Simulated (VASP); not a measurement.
# SnSe2 (P-3m1) in VASP: a series of runs, part 2 of 2

VASP 6.6.1.

## (4) Single point, PBE+D3(BJ)

INCAR reads:

```
SYSTEM = SnSe2
  PREC = Accurate
  ENCUT = 520
  EDIFF = 1E-7
  ISMEAR = 0
  SIGMA = 0.02
  LREAL = .False.
  LASPH = .True.
  NELM = 100
  ALGO = Normal
  ISIF = 2
  LWAVE = .False.
  LCHARG = .True.
  GGA = PE
  IVDW = 12
  LELF = .True.
  LVHAR = .True.
  NBANDS = 20
```

KPOINTS reads:

```
Automatic mesh
0
Gamma
  12 12 6
  0 0 0
```

POSCAR reads:

```
SnSe2
1.0
    3.8380776335      0.0000000000      0.0000000000
   -1.9190388167      3.3238727323      0.0000000000
    0.0000000000      0.0000000000      6.0146785272
Sn Se
1 2
Direct
    0.0000000000      0.0000000000      0.0000000000
    0.3333333333      0.6666666667      0.2650914469
    0.6666666667      0.3333333333      0.7349085531
```

Potentials or basis: VASP PAW PBE potentials, release 64 (Sn_d, Se).

Run with:

```sh
$ cat potpaw_PBE.64/Sn_d/POTCAR potpaw_PBE.64/Se/POTCAR > POTCAR
$ mpirun -np 1 vasp_std > vasp.out
```

OUTCAR:

```text
SYSTEM = SnSe2
   PREC = Accurate
   ENCUT = 520
   EDIFF = 1E-7
   ISMEAR = 0
   LREAL = .False.
   LASPH = .True.
   NELM = 100
   ISIF = 2
   GGA = PE
   IVDW = 12
 IVDW          = 12

 ion  position               nearest neighbor table
   1  0.000  0.000  0.000-   2 2.73   3 2.73   2 2.73   3 2.73   3 2.73   2 2.73
   2  0.333  0.667  0.265-   1 2.73   1 2.73   1 2.73
   3  0.667  0.333  0.735-   1 2.73   1 2.73   1 2.73

  LATTYP: Found a hexagonal cell.
 ALAT       =     3.8380776335
 C/A-ratio  =     1.5671070524

  Lattice vectors:

[... 744 lines left out ...]
 Edisp (eV)   -1.09175

 E8    (eV) :    -0.4779

  FORCE on cell =-STRESS in cart. coord.  units (eV):
  Direction    XX          YY          ZZ          XY          YZ          ZX
  --------------------------------------------------------------------------------------
  -------------------------------------------------------------------------------------
  Total       0.04528     0.04528     0.02394     0.00000     0.00000     0.00000
  in kB       0.94554     0.94554     0.49984     0.00000     0.00000     0.00000
  external pressure =        0.80 kB  Pullay stress =        0.00 kB

 VOLUME and BASIS-vectors are now :
 -----------------------------------------------------------------------------
  energy-cutoff  :      520.00
  volume of cell :       76.73
      direct lattice vectors                 reciprocal lattice vectors
     3.838077634  0.000000000  0.000000000     0.260547101  0.150426939  0.000000000
    -1.919038817  3.323872732  0.000000000     0.000000000  0.300853878  0.000000000
     0.000000000  0.000000000  6.014678527     0.000000000  0.000000000  0.166259925

 POSITION                                       TOTAL-FORCE (eV/Angst)
 -----------------------------------------------------------------------------------
      0.00000      0.00000      0.00000        -0.000000      0.000000      0.000000
     -0.00000      2.21592      1.59444         0.000000      0.000000      0.012701
      1.91904      1.10796      4.42024        -0.000000     -0.000000     -0.012701
 -----------------------------------------------------------------------------------
    total drift:                               -0.000000      0.000000     -0.000000

  FREE ENERGIE OF THE ION-ELECTRON SYSTEM (eV)
  ---------------------------------------------------
  free  energy   TOTEN  =       -12.8983921447 eV

  energy  without entropy=      -12.8983921447  energy(sigma->0) =      -12.89839214
```

OSZICAR:

```text
N       E                     dE             d eps       ncg     rms          rms(c)
DAV:   1     0.205979439985E+03    0.20598E+03   -0.12196E+04  4100   0.148E+03
DAV:   2     0.116640271938E+02   -0.19432E+03   -0.18700E+03  4268   0.391E+02
DAV:   3    -0.112280649030E+02   -0.22892E+02   -0.22323E+02  4864   0.114E+02
DAV:   4    -0.120365026557E+02   -0.80844E+00   -0.80705E+00  4704   0.221E+01
DAV:   5    -0.120557672815E+02   -0.19265E-01   -0.19263E-01  5536   0.366E+00    0.491E+00
DAV:   6    -0.118201710642E+02    0.23560E+00   -0.51379E-01  5980   0.721E+00    0.316E+00
DAV:   7    -0.118058711753E+02    0.14300E-01   -0.14173E-01  4624   0.229E+00    0.104E+00
DAV:   8    -0.118061232481E+02   -0.25207E-03   -0.11002E-02  4888   0.946E-01    0.271E-01
DAV:   9    -0.118066099394E+02   -0.48669E-03   -0.15032E-03  4568   0.286E-01    0.822E-02
DAV:  10    -0.118066182804E+02   -0.83410E-05   -0.12236E-04  5104   0.743E-02    0.321E-02
DAV:  11    -0.118066465602E+02   -0.28280E-04   -0.43578E-05  4404   0.366E-02    0.900E-03
DAV:  12    -0.118066465458E+02    0.14408E-07   -0.23488E-06  5376   0.110E-02    0.632E-03
DAV:  13    -0.118066469743E+02   -0.42852E-06   -0.18945E-06  4420   0.769E-03    0.265E-03
DAV:  14    -0.118066470723E+02   -0.98041E-07   -0.30885E-08  3556   0.118E-03
   1 F= -.12898392E+02 E0= -.12898392E+02  d E =-.114137E-33
```

stdout:

```text
POSCAR found type information on POSCAR SnSe
 POSCAR found :  2 types and       3 ions
 scaLAPACK will be used
 LDA part: xc-table for (Slater+PW92), standard interpolation
 POSCAR, INCAR and KPOINTS ok, starting setup
 FFT: planning ... GRIDC
 FFT: planning ... GRID_SOFT
 FFT: planning ... GRID
 WAVECAR not read
 entering main loop
```

It took 2 min on 1 thread of Intel Xeon Platinum 8488C (Sapphire Rapids), shared host; peak memory 0.3 GiB.

What came out:

```
Free energy                : -12.8984 eV
Pressure                   : 0.1 GPa
Largest force              : 0.013 eV/Å
Band gap on the k mesh     : 0.35 eV, indirect (least direct gap 0.83 eV)
Dispersion energy per atom : -0.364 eV
```

Forces in eV/Å, atoms in the order of the input:
```
Sn   0.000  0.000  0.000
Se   0.000  0.000  0.013
Se   0.000  0.000 -0.013
```

Caveat: spin-orbit coupling is left out, which moves the levels of the heavy elements. A k mesh can miss the band edges.

## (5) The runs side by side

| task | cell | k mesh | cutoff (eV) | gap on the mesh (eV) | pressure (GPa) | largest force (eV/Å) |
| --- | --- | --- | --- | --- | --- | --- |
| single point | a = 3.838, b = 3.838, c = 6.015 Å, angles 90.0, 90.0, 120.0°, 3 atoms | 9 × 9 × 6 | 520 | 0.38 | 0.1 | 0.01 |
| relaxation of cell and atoms | relaxed from a = 3.839, b = 3.839, c = 6.028 Å, angles 90.0, 90.0, 120.0°, 3 atoms | 9 × 9 × 6 | 600 | 0.38 | 0.0 | - |
| single point | a = 3.838, b = 3.838, c = 6.015 Å, angles 90.0, 90.0, 120.0°, 3 atoms | 12 × 12 × 6 | 520 | 0.35 | 0.1 | 0.01 |

Alike in all rows: level PBE+D3(BJ); potentials or basis VASP PAW PBE potentials, release 64 (Sn_d, Se); no spin polarisation; smearing gaussian 0.02 eV.

Caveats: spin-orbit coupling is left out, which moves the levels of the heavy elements.

Total energies depend on the potentials used, so only differences within one code and one set of settings carry meaning.
